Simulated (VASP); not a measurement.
# WS2 in VASP: single point with PBE+D3(BJ)

Aim: the single point of WS2 with PBE+D3(BJ).

Program: VASP 6.6.1. These are calculated values, not measurements. Logs are shortened: lines on timing, memory, paths and dates and some standing lists are left out, and cuts for length are marked.

## 1. The cell of the first run

The cell holds a slab with vacuum, 6 atoms: a = 3.160 Å, b = 3.160 Å, c = 23.804 Å, α = 90.00°, β = 90.00°, γ = 120.00°.

## 2. Single point, PBE+D3(BJ)

INCAR reads:

```
PREC = Accurate
ENCUT = 520
EDIFF = 1E-6
ISMEAR = 0
SIGMA = 0.05
LREAL = False
LASPH = True
NELM = 100
ALGO = Normal
ISIF = 2
LWAVE = False
LCHARG = False
LDIPOL = True
IDIPOL = 3
DIPOL = 0.5 0.5 0.390
GGA = PE
IVDW = 12
NBANDS = 35
```

KPOINTS reads:

```
regular mesh
0
Gamma
  9 9 1
```

POSCAR reads:

```
WS2
1.0
    3.1595456682      0.0000000000      0.0000000000
   -1.5797728341      2.7362468131      0.0000000000
    0.0000000000      0.0000000000     23.8042574330
S W
4 2
Direct
    0.3333333333      0.6666666667      0.1890418137
    0.3333333333      0.6666666667      0.3214605092
    0.3333333333      0.6666666667      0.4575706151
    0.3333333333      0.6666666667      0.5899893106
    0.6666666667      0.3333333333      0.2552511584
    0.6666666667      0.3333333333      0.5237799598
```

Potentials or basis: VASP PAW PBE potentials, release 64 (S, W_sv).

Launch:

```bash
$ cat potpaw_PBE.64/S/POTCAR potpaw_PBE.64/W_sv/POTCAR > POTCAR
$ mpirun -np 1 vasp_std > vasp.out
```

OUTCAR:

```text
PREC = Accurate
   ENCUT = 520
   EDIFF = 1E-6
   ISMEAR = 0
   LREAL = False
   LASPH = True
   NELM = 100
   ISIF = 2
   GGA = PE
   IVDW = 12
 IVDW          = 12

 ion  position               nearest neighbor table
   1  0.333  0.667  0.189-   5 2.41   5 2.41   5 2.41
   2  0.333  0.667  0.321-   5 2.41   5 2.41   5 2.41
   3  0.333  0.667  0.458-   6 2.41   6 2.41   6 2.41
   4  0.333  0.667  0.590-   6 2.41   6 2.41   6 2.41
   5  0.667  0.333  0.255-   1 2.41   1 2.41   1 2.41   2 2.41   2 2.41   2 2.41
   6  0.667  0.333  0.524-   3 2.41   3 2.41   3 2.41   4 2.41   4 2.41   4 2.41

  LATTYP: Found a hexagonal cell.
 ALAT       =     3.1595456682
 C/A-ratio  =     7.5340760770

  Lattice vectors:

 A1 = (   3.1595456682,   0.0000000000,   0.0000000000)
 A2 = (  -1.5797728341,   2.7362468131,   0.0000000000)
 A3 = (   0.0000000000,   0.0000000000,  23.8042574330)

Analysis of symmetry for initial positions (statically):
=====================================================================
 Subroutine PRICEL returns:
 Original cell was already a primitive cell.

 Routine SETGRP: Setting up the symmetry group for a
 hexagonal supercell.

 Subroutine GETGRP returns: Found 12 space group operations
 (whereof  6 operations were pure point group operations)
 out of a pool of 24 trial point group operations.

The static configuration has the point symmetry C_3v.
 The point group associated with its full space group is D_3h.

Analysis of symmetry for dynamics (positions and initial velocities):
=====================================================================
 Subroutine PRICEL returns:
 Original cell was already a primitive cell.

 Routine SETGRP: Setting up the symmetry group for a
 hexagonal supercell.

 Subroutine GETGRP returns: Found 12 space group operations
 (whereof  6 operations were pure point group operations)
 out of a pool of 24 trial point group operations.

The dynamic configuration has the point symmetry C_3v.
 The point group associated with its full space group is D_3h.

 Subroutine INISYM returns: Found 12 space group operations
 (whereof  6 operations are pure point group operations),
 and found     1 'primitive' translations

----------------------------------------------------------------------------------------

                                     Primitive cell

  volume of cell :     205.7949

  direct lattice vectors                    reciprocal lattice vectors
     3.159545668  0.000000000  0.000000000     0.316501201  0.182732054  0.000000000
    -1.579772834  2.736246813  0.000000000     0.000000000  0.365464108  0.000000000
     0.000000000  0.000000000 23.804257433     0.000000000  0.000000000  0.042009292

  length of vectors
     3.159545668  3.159545668 23.804257433     0.365464108  0.365464108  0.042009292

  position of ions in fractional coordinates (direct lattice)
     0.333333333  0.666666667  0.189041814
     0.333333333  0.666666667  0.321460509
     0.333333333  0.666666667  0.457570615
     0.333333333  0.666666667  0.589989311
     0.666666667  0.333333333  0.255251158
     0.666666667  0.333333333  0.523779960

  ion indices of the primitive-cell ions
   primitive index   ion index
                 1           1
                 2           2
                 3           3
                 4           4
                 5           5
                 6           6

----------------------------------------------------------------------------------------

 KPOINTS: regular mesh

Automatic generation of k-mesh.
 Grid dimensions read from file:
 generate k-points for:    9    9    1

 Generating k-lattice:

  Cartesian coordinates                     Fractional coordinates (reciprocal lattice)
     0.035166800  0.020303562  0.000000000     0.111111111 -0.000000000  0.000000000
     0.000000000  0.040607123  0.000000000     0.000000000  0.111111111  0.000000000
     0.000000000  0.000000000  0.042009292     0.000000000  0.000000000  1.000000000

  Length of vectors
     0.040607123  0.040607123  0.042009292

  Shift w.r.t. Gamma in fractional coordinates (k-lattice)
     0.000000000  0.000000000  0.000000000

 Subroutine IBZKPT returns following result:
 ===========================================

 Found     12 irreducible k-points:

 Following reciprocal coordinates:
            Coordinates               Weight
  0.000000  0.000000  0.000000      1.000000
  0.111111  0.000000  0.000000      6.000000
  0.222222 -0.000000  0.000000      6.000000
  0.333333  0.000000  0.000000      6.000000
  0.444444 -0.000000  0.000000      6.000000
  0.111111  0.111111  0.000000      6.000000
  0.222222  0.111111  0.000000     12.000000
  0.333333  0.111111  0.000000     12.000000
  0.444444  0.111111  0.000000      6.000000
  0.222222  0.222222  0.000000      6.000000
  0.333333  0.222222  0.000000     12.000000
  0.333333  0.333333  0.000000      2.000000
   k-points           NKPTS =     12   k-points in BZ     NKDIM =     12   number of bands    NBANDS=     35
   number of dos      NEDOS =    301   number of ions     NIONS =      6
   total plane-waves  NPLWV = 103680
   dimension x,y,z NGX =    24 NGY =   24 NGZ =  180
   dimension x,y,z NGXF=    48 NGYF=   48 NGZF=  360
   ions per type =               4   2
   NGX,Y,Z   is equivalent  to a cutoff of  12.63, 12.63, 12.57 a.u.
   NGXF,Y,Z  is equivalent  to a cutoff of  25.26, 25.26, 25.14 a.u.
 SYSTEM =  unknown system
   PREC   = accura    normal or accurate (medium, high low for compatibility)
   ISTART =      0    job   : 0-new  1-cont  2-samecut
   ICHARG =      2    charge: 1-file 2-atom 10-const
   ISPIN  =      1    spin polarized calculation?
   LNONCOLLINEAR =      F non collinear calculations
   LSORBIT =      F    spin-orbit coupling
   LASPH  =      T    aspherical Exc in radial PAW
   ENCUT  =  520.0 eV  38.22 Ry    6.18 a.u.   5.87  5.87 44.26*2*pi/ulx,y,z
   NELM   =    100;   NELMIN=  2; NELMDL= -5     # of ELM steps
   EDIFF  = 0.1E-05   stopping-criterion for ELM
   LREAL  =      F    real-space projection
   EDIFFG = 0.1E-04   stopping-criterion for IOM
   NSW    =      0    number of steps for IOM
   IBRION =     -1    ionic relax: 0-MD 1-quasi-New 2-CG
   NFREE  =      0    steps in history (QN), initial steepest desc. (CG)
   ISIF   =      2    stress and relaxation
   ISYM   =      2    0-nonsym 1-usesym 2-fastsym
   POTIM  = 0.5000    time-step for ionic-motion
   TEBEG  =    0.0;   TEEND  =   0.0 temperature during run
   PSTRESS=    0.0 pullay stress
   NELECT =      52.0000    total number of electrons
   NUPDOWN=      -1.0000    fix difference up-down
   EMIN   =  10.00;   EMAX   =-10.00  energy-range for DOS
   EFERMI =   0.00;   METHOD = LEGACY
   ISMEAR =     0;   SIGMA  =   0.05  broadening in eV -4-tet -1-fermi 0-gaus
   EFERMI_NEDOS =   21; number of points for ismear=-14 and -15
   IALGO  =     38    algorithm
   IMIX   =      4    mixing-type and parameters
     AMIX     =   0.40;   BMIX     =  1.00
     AMIX_MAG =   1.60;   BMIX_MAG =  1.00
  volume/ion in A,a.u.               =      34.30       231.46
  Fermi-wavevector in a.u.,A,eV,Ry     =   1.034978  1.955825 14.574280  1.071179
  Thomas-Fermi vector in A             =   2.169299
   LORBIT       =      0    0 simple, 1 ext, 2 COOP (PROOUT), +10 PAW based schemes
   GGA     = PE    functional components
   LHFCALC =     F    Hartree Fock is set to
   AEXX    =    0.0000 exact exchange contribution
   IVDW    =    12    specifies the selected vdW correction
   LEPSILON=     F    determine dielectric tensor
   LRPA    =     F    only Hartree local field effects (RPA)
 non-spin polarized calculation
 Gauss-broadening in eV      SIGMA  =   0.05
  energy-cutoff  :      520.00
  volume of cell :      205.79
 maximum number of plane-waves:      5566
 NGX is ok and might be reduce to    24
   NGX = 11   NGY = 11   NGZ = 89

 dipolmoment           0.000000      0.000000      0.000023 electrons x Angstroem

 number of electron      51.9999994 magnetization

 dipolmoment           0.000000      0.000000     -0.000004 electrons x Angstroem

 Free energy of the ion-electron system (eV)
  ---------------------------------------------------
  ext. energy  EPLUGINS =         0.00000000
  ---------------------------------------------------
  free energy    TOTEN  =       -47.21729668 eV

  energy without entropy =      -47.21729668  energy(sigma->0) =      -47.21729668

 E-fermi :   1.4481     XC(G=0):  -6.1287

 val. band max:        1.1472752311   @ k =   0.0000   0.0000   0.0000
 cond. band min:       2.6978933743   @ k =   0.2222   0.1111   0.0000
 fundamental gap:      1.5506181432
 Fermi energy:         1.4481209025

 k-point     1 :       0.0000    0.0000    0.0000
  band No.  band energies     occupation
      1     -73.1860      2.00000
      2     -73.1860      2.00000
      3     -37.4407      2.00000
      4     -37.4407      2.00000
      5     -37.2624      2.00000
      6     -37.2624      2.00000
[... 27 lines left out ...]
     34       3.9298      0.00000
     35       5.8733      0.00000

 k-point     2 :       0.1111    0.0000    0.0000
  band No.  band energies     occupation
      1     -73.1838      2.00000
      2     -73.1838      2.00000
      3     -37.4330      2.00000
      4     -37.4330      2.00000
      5     -37.3051      2.00000
      6     -37.3051      2.00000
[... 27 lines left out ...]
     34       4.1494      0.00000
     35       6.2355      0.00000
[... 340 lines left out ...]
     34       6.2225      0.00000
     35       6.7276      0.00000

 k-point    12 :       0.3333    0.3333    0.0000
  band No.  band energies     occupation
      1     -73.1652      2.00000
      2     -73.1651      2.00000
      3     -37.5282      2.00000
      4     -37.5282      2.00000
      5     -37.4940      2.00000
      6     -37.4939      2.00000
[... 27 lines left out ...]
     34       6.6477      0.00000
     35       6.9158      0.00000

------------------------ aborting loop because EDIFF is reached ----------------------------------------

 vacuum level on the upper side and lower side of the slab       (xc-potential included)        -0.179        -0.179

 Edisp (eV)   -2.15011

 E8    (eV) :    -0.9330

  FORCE on cell =-STRESS in cart. coord.  units (eV):
  Direction    XX          YY          ZZ          XY          YZ          ZX
  --------------------------------------------------------------------------------------
  -------------------------------------------------------------------------------------
  Total      -0.23524    -0.23524     0.52541     0.00000     0.00000     0.00000
  in kB      -1.83141    -1.83141     4.09047     0.00000     0.00000     0.00000
  external pressure =        0.14 kB  Pullay stress =        0.00 kB

 VOLUME and BASIS-vectors are now :
 -----------------------------------------------------------------------------
  energy-cutoff  :      520.00
  volume of cell :      205.79
      direct lattice vectors                 reciprocal lattice vectors
     3.159545668  0.000000000  0.000000000     0.316501201  0.182732054  0.000000000
    -1.579772834  2.736246813  0.000000000     0.000000000  0.365464108  0.000000000
     0.000000000  0.000000000 23.804257433     0.000000000  0.000000000  0.042009292

 POSITION                                       TOTAL-FORCE (eV/Angst)
 -----------------------------------------------------------------------------------
     -0.00000      1.82416      4.50000        -0.000000      0.000000     -0.000613
     -0.00000      1.82416      7.65213         0.000000     -0.000000     -0.209813
     -0.00000      1.82416     10.89213         0.000000     -0.000000      0.209813
     -0.00000      1.82416     14.04426         0.000000      0.000000      0.000613
      1.57977      0.91208      6.07606        -0.000000     -0.000000      0.012792
      1.57977      0.91208     12.46819        -0.000000     -0.000000     -0.012792
 -----------------------------------------------------------------------------------
    total drift:                                0.000000      0.000000     -0.000428

  FREE ENERGIE OF THE ION-ELECTRON SYSTEM (eV)
  ---------------------------------------------------
  free  energy   TOTEN  =       -49.3674112912 eV

  energy  without entropy=      -49.3674112912  energy(sigma->0) =      -49.36741129

 vacuum level on the upper side and lower side of the slab         6.367         6.367
```

Run time: 87 s. Hardware: 1 thread of AMD EPYC 9R14 (Zen 4), shared host; peak memory 0.31 GiB.

Results:

```yaml
Free_energy: -49.3674 eV
Largest_force: 0.210 eV/Å
Band_gap_on_the_k_mesh: 1.55 eV, indirect (least direct gap 1.89 eV)
Dispersion_energy_per_atom: -0.358 eV
```

Forces on the atoms (eV/Å):
```
S    0.000  0.000 -0.001
S    0.000  0.000 -0.210
S    0.000  0.000  0.210
S    0.000  0.000  0.001
W    0.000  0.000  0.013
W    0.000  0.000 -0.013
```

Caveat: spin-orbit coupling is left out, which moves the levels of the heavy elements.
